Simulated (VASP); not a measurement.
# Eu (Fm-3m) in VASP: further runs

The runs below take Eu through single point, with PBE.

All numbers are computed with VASP 6.6.1; they aren't measurements. Logs are shortened: lines on timing, memory, paths and dates and some standing lists are left out, and cuts for length are marked.

### 1 The cell of the first run

Symmetry: Fm-3m, No. 225, cubic system. The conventional cell has a = 4.836 Å, b = 4.836 Å, c = 4.836 Å, α = 90.00°, β = 90.00°, γ = 90.00°. Eu (site symmetry m-3m) has 12 Eu at 3.42 Å within 4.5 Å.

### 2 Single point, PBE, collinear spin, ferromagnetic start

INCAR

```
ALGO = Normal
EDIFF = 1E-6
ENCUT = 520
GGA = PE
ISIF = 2
ISMEAR = -1
ISPIN = 2
LASPH = True
LCHARG = False
LMAXMIX = 6
LORBIT = 11
LREAL = False
LWAVE = False
MAGMOM = 7
NBANDS = 18
NELM = 150
PREC = Accurate
SIGMA = 0.08
```

KPOINTS

```
k-points
0
Gamma
  14 14 14
```

POSCAR

```
Eu
1.0
    0.0000000000      2.4181968254      2.4181968254
    2.4181968254      0.0000000000      2.4181968254
    2.4181968254      2.4181968254      0.0000000000
Eu
1
Direct
    0.0000000000      0.0000000000      0.0000000000
```

Potentials or basis: VASP PAW PBE potentials, release 64 (Eu).

Started as:

```sh
$ cat potpaw_PBE.64/Eu/POTCAR > POTCAR
$ mpirun -np 1 vasp_std > vasp.out
```

OUTCAR:

```text
EDIFF = 1E-6
   ENCUT = 520
   GGA = PE
   ISIF = 2
   ISMEAR = -1
   ISPIN = 2
   LASPH = True
   LORBIT = 11
   LREAL = False
   NELM = 150
   PREC = Accurate

 ion  position               nearest neighbor table
   1  0.000  0.000  0.000-

  LATTYP: Found a face centered cubic cell.
 ALAT       =     4.8363936508

  Lattice vectors:

 A1 = (   0.0000000000,   2.4181968254,   2.4181968254)
 A2 = (   2.4181968254,   0.0000000000,   2.4181968254)
 A3 = (   2.4181968254,   2.4181968254,   0.0000000000)

Analysis of symmetry for initial positions (statically):
=====================================================================
 Subroutine PRICEL returns:
 Original cell was already a primitive cell.

 Routine SETGRP: Setting up the symmetry group for a
 face centered cubic supercell.

 Subroutine GETGRP returns: Found 48 space group operations
 (whereof 48 operations were pure point group operations)
 out of a pool of 48 trial point group operations.

The static configuration has the point symmetry O_h .

Analysis of symmetry for dynamics (positions and initial velocities):
=====================================================================
 Subroutine PRICEL returns:
 Original cell was already a primitive cell.

 Routine SETGRP: Setting up the symmetry group for a
 face centered cubic supercell.

 Subroutine GETGRP returns: Found 48 space group operations
 (whereof 48 operations were pure point group operations)
 out of a pool of 48 trial point group operations.

The dynamic configuration has the point symmetry O_h .

Analysis of structural, dynamic, and magnetic symmetry:
=====================================================================
 Subroutine PRICEL returns:
 Original cell was already a primitive cell.

 Routine SETGRP: Setting up the symmetry group for a
 face centered cubic supercell.

 Subroutine GETGRP returns: Found 48 space group operations
 (whereof 48 operations were pure point group operations)
 out of a pool of 48 trial point group operations.

The overall configuration has the point symmetry O_h .

 Subroutine INISYM returns: Found 48 space group operations
 (whereof 48 operations are pure point group operations),
 and found     1 'primitive' translations

----------------------------------------------------------------------------------------

                                     Primitive cell

  volume of cell :      28.2817

  direct lattice vectors                    reciprocal lattice vectors
     0.000000000  2.418196825  2.418196825    -0.206765634  0.206765634  0.206765634
     2.418196825  0.000000000  2.418196825     0.206765634 -0.206765634  0.206765634
     2.418196825  2.418196825  0.000000000     0.206765634  0.206765634 -0.206765634

  length of vectors
     3.419846747  3.419846747  3.419846747     0.358128584  0.358128584  0.358128584

  position of ions in fractional coordinates (direct lattice)
     0.000000000  0.000000000  0.000000000

  ion indices of the primitive-cell ions
   primitive index   ion index
                 1           1

----------------------------------------------------------------------------------------

 KPOINTS: k-points

Automatic generation of k-mesh.
 Grid dimensions read from file:
 generate k-points for:   14   14   14

 Generating k-lattice:

  Cartesian coordinates                     Fractional coordinates (reciprocal lattice)
    -0.014768974  0.014768974  0.014768974     0.071428571  0.000000000  0.000000000
     0.014768974 -0.014768974  0.014768974     0.000000000  0.071428571  0.000000000
     0.014768974  0.014768974 -0.014768974     0.000000000  0.000000000  0.071428571

  Length of vectors
     0.025580613  0.025580613  0.025580613

  Shift w.r.t. Gamma in fractional coordinates (k-lattice)
     0.000000000  0.000000000  0.000000000

 Subroutine IBZKPT returns following result:
 ===========================================

 Found    104 irreducible k-points:

 Following reciprocal coordinates:
            Coordinates               Weight
  0.000000  0.000000  0.000000      1.000000
  0.071429  0.000000  0.000000      8.000000
  0.142857  0.000000  0.000000      8.000000
  0.214286  0.000000  0.000000      8.000000
  0.285714  0.000000  0.000000      8.000000
  0.357143  0.000000  0.000000      8.000000
[... 16 lines left out ...]
  0.214286  0.142857  0.000000     24.000000
  0.285714  0.142857  0.000000     24.000000
 [... further k-points ...]
   k-points           NKPTS =    104   k-points in BZ     NKDIM =    104   number of bands    NBANDS=     18
   number of dos      NEDOS =    301   number of ions     NIONS =      1
   total plane-waves  NPLWV =  21952
   dimension x,y,z NGX =    28 NGY =   28 NGZ =   28
   dimension x,y,z NGXF=    56 NGYF=   56 NGZF=   56
   ions per type =               1
   NGX,Y,Z   is equivalent  to a cutoff of  13.61, 13.61, 13.61 a.u.
   NGXF,Y,Z  is equivalent  to a cutoff of  27.22, 27.22, 27.22 a.u.
 SYSTEM =  unknown system
   PREC   = accura    normal or accurate (medium, high low for compatibility)
   ISTART =      0    job   : 0-new  1-cont  2-samecut
   ICHARG =      2    charge: 1-file 2-atom 10-const
   ISPIN  =      2    spin polarized calculation?
   LNONCOLLINEAR =      F non collinear calculations
   LSORBIT =      F    spin-orbit coupling
   LASPH  =      T    aspherical Exc in radial PAW
   ENCUT  =  520.0 eV  38.22 Ry    6.18 a.u.   6.36  6.36  6.36*2*pi/ulx,y,z
   NELM   =    150;   NELMIN=  2; NELMDL= -5     # of ELM steps
   EDIFF  = 0.1E-05   stopping-criterion for ELM
   LREAL  =      F    real-space projection
   EDIFFG = 0.1E-04   stopping-criterion for IOM
   NSW    =      0    number of steps for IOM
   IBRION =     -1    ionic relax: 0-MD 1-quasi-New 2-CG
   NFREE  =      0    steps in history (QN), initial steepest desc. (CG)
   ISIF   =      2    stress and relaxation
   ISYM   =      2    0-nonsym 1-usesym 2-fastsym
   POTIM  = 0.5000    time-step for ionic-motion
   TEBEG  =    0.0;   TEEND  =   0.0 temperature during run
   PSTRESS=    0.0 pullay stress
   NELECT =      17.0000    total number of electrons
   NUPDOWN=      -1.0000    fix difference up-down
   EMIN   =  10.00;   EMAX   =-10.00  energy-range for DOS
   EFERMI =   0.00;   METHOD = LEGACY
   ISMEAR =    -1;   SIGMA  =   0.08  broadening in eV -4-tet -1-fermi 0-gaus
   EFERMI_NEDOS =   21; number of points for ismear=-14 and -15
   IALGO  =     38    algorithm
   IMIX   =      4    mixing-type and parameters
     AMIX     =   0.40;   BMIX     =  1.00
     AMIX_MAG =   1.60;   BMIX_MAG =  1.00
  volume/ion in A,a.u.               =      28.28       190.85
  Fermi-wavevector in a.u.,A,eV,Ry     =   1.381623  2.610889 25.971911  1.908882
  Thomas-Fermi vector in A             =   2.506390
   LORBIT       =     11    0 simple, 1 ext, 2 COOP (PROOUT), +10 PAW based schemes
   GGA     = PE    functional components
   LHFCALC =     F    Hartree Fock is set to
   AEXX    =    0.0000 exact exchange contribution
   IVDW    =     0    specifies the selected vdW correction
   LEPSILON=     F    determine dielectric tensor
   LRPA    =     F    only Hartree local field effects (RPA)
 spin polarized calculation
  energy-cutoff  :      520.00
  volume of cell :       28.28
 maximum number of plane-waves:       778
 NGX is ok and might be reduce to    28
   NGX = 13   NGY = 13   NGZ = 13

 number of electron      16.9999999 magnetization       7.3620410

 Free energy of the ion-electron system (eV)
  ---------------------------------------------------
  ext. energy  EPLUGINS =         0.00000000
  ---------------------------------------------------
  free energy    TOTEN  =       -11.14416746 eV

  energy without entropy =      -11.10293907  energy(sigma->0) =      -11.12355326

 E-fermi :   3.8081     XC(G=0): -10.5728

 val. band max:        3.7960039005   @ k =  -0.2857   0.4286   0.2143
 cond. band min:       3.8132691349   @ k =  -0.3571   0.2143   0.0714
 fundamental gap:      0.0172652344
 Fermi energy:         3.8080531239

 spin component 1

 k-point     1 :       0.0000    0.0000    0.0000
  band No.  band energies     occupation
      1     -37.6711      1.00000
      2     -15.6934      1.00000
      3     -15.6934      1.00000
      4     -15.6934      1.00000
      5      -0.9872      1.00000
      6       2.9303      0.99998
[... 10 lines left out ...]
     17       8.7673      0.00000
     18      13.7227      0.00000

 k-point     2 :       0.0714    0.0000    0.0000
  band No.  band energies     occupation
      1     -37.6627      1.00000
      2     -15.7763      1.00000
      3     -15.7029      1.00000
      4     -15.7029      1.00000
      5      -0.8059      1.00000
      6       2.9223      0.99998
[... 10 lines left out ...]
     17       8.6658      0.00000
     18      14.0792      0.00000

 k-point     3 :       0.1429    0.0000    0.0000
  band No.  band energies     occupation
      1     -37.6391      1.00000
      2     -16.0018      1.00000
      3     -15.7293      1.00000
      4     -15.7293      1.00000
      5      -0.3063      1.00000
      6       2.9065      0.99999
[... 10 lines left out ...]
     17       8.4878      0.00000
     18      14.8080      0.00000

 k-point     4 :       0.2143    0.0000    0.0000
  band No.  band energies     occupation
      1     -37.6046      1.00000
      2     -16.3117      1.00000
      3     -15.7670      1.00000
      4     -15.7670      1.00000
      5       0.3724      1.00000
      6       2.9167      0.99999
[... 375 lines left out ...]
      4     -15.7949      1.00000
      5      -0.0749      1.00000
      6       2.8787      0.99999
[... 10 lines left out ...]
     17       9.1435      0.00000
     18      15.4897      0.00000

 k-point    23 :       0.2143    0.1429    0.0000
  band No.  band energies     occupation
      1     -37.6027      1.00000
      2     -16.1955      1.00000
      3     -15.8442      1.00000
      4     -15.8328      1.00000
      5       0.4555      1.00000
      6       2.8518      0.99999
[... 10 lines left out ...]
     17       9.3321      0.00000
     18      16.1074      0.00000

 k-point    24 :       0.2857    0.1429    0.0000
  band No.  band energies     occupation
      1     -37.5691      1.00000
      2     -16.4636      1.00000
      3     -15.8917      1.00000
      4     -15.8786      1.00000
      5       1.1045      1.00000
      6       2.8644      0.99999
[... 10 lines left out ...]
     17       9.7195      0.00000
     18      15.4223      0.00000

 [... further k-points ...]

 spin component 2

 k-point     1 :       0.0000    0.0000    0.0000
  band No.  band energies     occupation
      1     -34.5795      1.00000
      2     -13.2928      1.00000
      3     -13.2928      1.00000
      4     -13.2928      1.00000
      5       0.2385      1.00000
      6       7.1136      0.00000
[... 10 lines left out ...]
     17      10.1031      0.00000
     18      15.8611      0.00000

 k-point     2 :       0.0714    0.0000    0.0000
  band No.  band energies     occupation
      1     -34.5693      1.00000
      2     -13.3911      1.00000
      3     -13.3036      1.00000
      4     -13.3036      1.00000
      5       0.4309      1.00000
      6       6.6454      0.00000
[... 10 lines left out ...]
     17      10.0369      0.00000
     18      16.1664      0.00000

 k-point     3 :       0.1429    0.0000    0.0000
  band No.  band energies     occupation
      1     -34.5408      1.00000
      2     -13.6571      1.00000
      3     -13.3336      1.00000
      4     -13.3336      1.00000
      5       0.9574      1.00000
      6       6.1421      0.00000
[... 10 lines left out ...]
     17       9.9589      0.00000
     18      16.5135      0.00000

 k-point     4 :       0.2143    0.0000    0.0000
  band No.  band energies     occupation
      1     -34.4992      1.00000
      2     -14.0190      1.00000
      3     -13.3765      1.00000
      4     -13.3765      1.00000
      5       1.6649      1.00000
      6       5.8034      0.00000
[... 375 lines left out ...]
      4     -13.4110      1.00000
      5       1.1951      1.00000
      6       5.7754      0.00000
[... 10 lines left out ...]
     17      10.5561      0.00000
     18      17.4367      0.00000

 k-point    23 :       0.2143    0.1429    0.0000
  band No.  band energies     occupation
      1     -34.4969      1.00000
      2     -13.8820      1.00000
      3     -13.4679      1.00000
      4     -13.4543      1.00000
      5       1.7389      1.00000
      6       5.4203      0.00000
[... 10 lines left out ...]
     17      10.7904      0.00000
     18      17.4014      0.00000

 k-point    24 :       0.2857    0.1429    0.0000
  band No.  band energies     occupation
      1     -34.4562      1.00000
      2     -14.1928      1.00000
      3     -13.5222      1.00000
      4     -13.5067      1.00000
      5       2.4005      1.00000
      6       5.2155      0.00000
[... 10 lines left out ...]
     17      11.2345      0.00000
     18      16.7103      0.00000

 [... further k-points ...]

------------------------ aborting loop because EDIFF is reached ----------------------------------------

  FORCE on cell =-STRESS in cart. coord.  units (eV):
  Direction    XX          YY          ZZ          XY          YZ          ZX
  --------------------------------------------------------------------------------------
  -------------------------------------------------------------------------------------
  Total        1.9145869      1.9145869      1.9145869      0.0000000      0.0000000      0.0000000
  in kB      108.4627789    108.4627789    108.4627789      0.0000000      0.0000000      0.0000000
  external PRESSURE =     108.4627789 kB  Pullay stress =       0.0000000 kB

 VOLUME and BASIS-vectors are now :
 -----------------------------------------------------------------------------
  energy-cutoff  :      520.00
  volume of cell :       28.28
      direct lattice vectors                 reciprocal lattice vectors
     0.000000000  2.418196825  2.418196825    -0.206765634  0.206765634  0.206765634
     2.418196825  0.000000000  2.418196825     0.206765634 -0.206765634  0.206765634
     2.418196825  2.418196825  0.000000000     0.206765634  0.206765634 -0.206765634

 POSITION                                       TOTAL-FORCE (eV/Angst)
 -----------------------------------------------------------------------------------
      0.00000      0.00000      0.00000         0.000000      0.000000      0.000000
 -----------------------------------------------------------------------------------
    total drift:                               -0.000000     -0.000000     -0.000000

  FREE ENERGIE OF THE ION-ELECTRON SYSTEM (eV)
  ---------------------------------------------------
  free  energy   TOTEN  =       -11.1441674575 eV

  energy  without entropy=      -11.1029390654  energy(sigma->0) =      -11.12355326

 total charge

# of ion       s       p       d       f       tot
--------------------------------------------------
    1        2.109   5.674   0.565   6.526  14.874

 magnetization (x)

# of ion       s       p       d       f       tot
--------------------------------------------------
    1        0.009  -0.071   0.254   6.514   6.705
```

Run time: 73 s. Hardware: 1 thread of Intel Xeon 6975P-C (Granite Rapids), shared host; peak memory 0.24 GiB.

Results:

```
Free energy                                           : -11.1442 eV
Pressure                                              : 10.8 GPa
Net moment                                            : 7.36 μB per cell
Site moments                                          : Eu +6.71 μB
Valence electrons inside the program's atomic spheres : Eu 14.87
```

Caveat: spin-orbit coupling is left out, which moves the levels of the heavy elements. The state reached can hang on the start; a lower one may exist.

### 3 Single point, PBE, collinear spin, ferromagnetic start

This run uses another cell than the first one, of 28.35 Å³/atom, 1.002 times its volume.

INCAR

```
SYSTEM = Eu
PREC = Accurate
ENCUT = 520
EDIFF = 1E-6
ISMEAR = -1
SIGMA = 0.08
LREAL = .False.
LASPH = .True.
NELM = 150
ALGO = Normal
ISIF = 2
LWAVE = .False.
LCHARG = .False.
ISPIN = 2
MAGMOM = 7
LORBIT = 11
LMAXMIX = 6
GGA = PE
NBANDS = 18
```

KPOINTS

```
regular mesh
0
Gamma
  14 14 14
  0 0 0
```

POSCAR

```
Eu
1.0
    0.0000000000      2.4201082197      2.4201082197
    2.4201082197      0.0000000000      2.4201082197
    2.4201082197      2.4201082197      0.0000000000
Eu
1
Direct
    0.0000000000      0.0000000000      0.0000000000
```

Potentials or basis: VASP PAW PBE potentials, release 64 (Eu).

Started as:

```sh
$ cat potpaw_PBE.64/Eu/POTCAR > POTCAR
$ mpirun -np 1 vasp_std > vasp.out
```

Wall time 73 s (1 thread of Intel Xeon 6975P-C (Granite Rapids), shared host); peak memory 0.24 GiB.

Results (log left out):

```
Free energy                                           : -11.1487 eV
Pressure                                              : 10.7 GPa
Net moment                                            : 7.36 μB per cell
Site moments                                          : Eu +6.71 μB
Valence electrons inside the program's atomic spheres : Eu 14.87
```

Levels at points of the mesh, in eV from the Fermi level:
Spin up:
| k point | band 9 | band 10 | band 11 | band 12 | band 13 | band 14 | band 15 | band 16 |
| --- | --- | --- | --- | --- | --- | --- | --- | --- |
| (0.00, 0.00, 0.00) | -0.61 | -0.34 | -0.34 | -0.34 | 1.98 | 1.98 | 1.98 | 4.95 |
| (0.50, 0.00, 0.00) | -0.47 | -0.36 | -0.36 | -0.33 | 1.74 | 1.74 | 2.31 | 7.19 |
| (0.50, 0.50, 0.00) | -0.61 | -0.52 | -0.40 | -0.40 | -0.37 | 4.14 | 7.27 | 7.88 |
Spin down:
| k point | band 3 | band 4 | band 5 | band 6 | band 7 | band 8 |
| --- | --- | --- | --- | --- | --- | --- |
| (0.00, 0.00, 0.00) | -17.11 | -17.11 | -3.57 | 3.30 | 3.30 | 3.30 |
| (0.50, 0.00, 0.00) | -17.32 | -17.32 | -1.06 | 2.93 | 2.93 | 2.93 |
| (0.50, 0.50, 0.00) | -17.70 | -17.70 | -1.53 | -0.26 | 3.97 | 4.08 |

Caveat: spin-orbit coupling is left out, which moves the levels of the heavy elements. The state reached can hang on the start; a lower one may exist.
